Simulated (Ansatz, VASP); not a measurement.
# One calculation of SiC, two programs

```xyz
2
Lattice="0.0000 2.1811 2.1811 2.1811 0.0000 2.1811 2.1811 2.1811 0.0000" Properties=species:S:1:pos:R:3 pbc="T T T"
Si    0.0000    0.0000    0.0000
C     3.2716    3.2716    3.2716
```

Alike in both runs: task single point; functional revPBE; dispersion D3(BJ); k mesh 10 × 10 × 10; occupations gaussian, width 0.05 eV; no spin polarisation.

```csv
,VASP,Ansatz
version,VASP 6.6.1,Ansatz 0.2.0
potentials or method,"VASP PAW PBE potentials, release 64 (Si, C), cutoff 520 eV","scalar-relativistic, plane waves, PAW"
valence electrons in the cell,8,8
```

```csv
,VASP,Ansatz,Ansatz less VASP
gap on the k mesh at the Fermi level (eV),1.36,1.37,+0.005
least direct gap on the mesh (eV),4.53,4.55,+0.016
pressure (GPa),-4.7,-4.3,+0.40
```

VASP's potentials were made for PBE, not for revPBE.
